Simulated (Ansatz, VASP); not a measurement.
# Sn: VASP beside Ansatz

```
Sn
1.0
    -1.89465    1.89465    1.97044
     1.89465   -1.89465    1.97044
     1.89465    1.89465   -1.97044
Sn
1
Direct
  0.00000 0.00000 0.00000
```

Change from the starting cell: strain +0.000 along x and y, +0.040 along z, atoms carried along.

Alike in both runs: task single point; functional PBEsol; dispersion D3(BJ); k mesh 18 × 18 × 18; occupations gaussian, width 0.15 eV; no spin polarisation.

|  | VASP | Ansatz |
| --- | --- | --- |
| version | VASP 6.6.1 | Ansatz 0.2.0 |
| potentials or method | VASP PAW PBE potentials, release 64 (Sn_d), cutoff 520 eV | scalar-relativistic, plane waves, PAW |
| valence electrons in the cell | 14 | 14 |

Ansatz gave:

| Property | Result |
| --- | --- |
| gap on the k mesh at the Fermi level (eV) | none |
| pressure (GPa) | -5.8 |
| traceless stress, the component that is largest in VASP (GPa) | 0.44 |

Task: Estimate VASP's values.

Result: gap on the k mesh at the Fermi level (eV): none; pressure (GPa): -5.9; traceless stress, the component that is largest in VASP (GPa): 0.44.

VASP's potentials were made for PBE, not for PBEsol. A gap of «none» marks a metal or a gap that the smearing closes.
